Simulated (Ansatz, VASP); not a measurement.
## Li in VASP and in Ansatz

File INCAR:

```
SYSTEM = Li
  ALGO = Normal
  EDIFF = 1E-6
  ENCUT = 750
  GGA = PE
  GGA_COMPAT = .False.
  ISIF = 2
  ISMEAR = -1
  LASPH = .True.
  LCHARG = .False.
  LREAL = .False.
  LWAVE = .False.
  NBANDS = 8
  NELM = 120
  PREC = Accurate
  SIGMA = 0.1
```

KPOINTS

```
k-points
0
Gamma
  17 17 17
  0 0 0
```

File POSCAR:

```
Li
1.0
   -1.6875105804      1.6875105804      1.6875105804
    1.6875105804     -1.6875105804      1.6875105804
    1.6875105804      1.6875105804     -1.6875105804
Li
1
Direct
    0.0000000000      0.0000000000      0.0000000000
```

Input for Ansatz:

```yaml
crystal:
  lattice:
    - [-1.6875105804, 1.6875105804, 1.6875105804]
    - [1.6875105804, -1.6875105804, 1.6875105804]
    - [1.6875105804, 1.6875105804, -1.6875105804]
  atoms:
    - { symbol: Li, position: [0.0, 0.0, 0.0] }
kpoints:
  mp_grid: { grid: [17, 17, 17] }
scf:
  occupations: { method: fermi_dirac, width: 0.1 }
hamiltonian:
  xc: pbe
  pseudopotentials: { kind: all_electron, lapw: { basis_error: 0.001 } }
output:
  forces: true
  stress: true
  eigenvalues: true
  populations: true
```

Change from the starting cell: volume scaled by 0.95, LAPW.

Alike in both runs: task single point; functional PBE; k mesh 17 × 17 × 17; occupations fermi-dirac, width 0.1 eV; no spin polarisation.

|  | VASP | Ansatz |
| --- | --- | --- |
| version | VASP 6.6.1 | Ansatz 0.2.0 |
| potentials or method | VASP PAW PBE potentials, release 64 (Li_sv), cutoff 750 eV | all-electron LAPW, scalar-relativistic |

VASP gave:

- pressure (GPa): 0.7

Q: Which values does Ansatz return?

A: Pressure (GPa): 0.8.

Ansatz ran all-electron here, and VASP with PAW potentials.
